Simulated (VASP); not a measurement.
Crystal: Fe.

```
Fe
1.0
     2.83135    0.00000    0.00000
     0.00000    2.83135    0.00000
     0.00000    0.00000    2.83135
Fe
2
Direct
  0.00000 0.00000 0.00000
  0.50000 0.50000 0.50000
```

Base run:

| Property | Result |
| --- | --- |
| Program | VASP 6.6.1 |
| Functional | PBE |
| Potentials or basis | VASP PAW PBE potentials, release 64 (Fe) |
| Cutoff | 520 eV |
| k mesh | 14 × 14 × 14 |
| Occupations | fermi-dirac, width 0.1 eV |
| Spin | collinear spin, ferromagnetic start |
| Starting moments | [2.5, 2.5] μB |

Its results: pressure 0.0 GPa; net moment 4.36 μB per cell; site moments Fe +2.18 μB.

**Question.** The run is repeated on the same cell with these changes: further incar settings from ALGO = Normal; EDIFF = 1e-07; NBANDS = 19 to ALGO = Normal; EDIFF = 1e-06; NBANDS = 19; dispersion from none to D3(BJ). What comes out?

**Answer.** Pressure -5.2 GPa; net moment 4.36 μB per cell; site moments Fe +2.18 μB.

Caveats: the cell stands under tension (at least some runs).
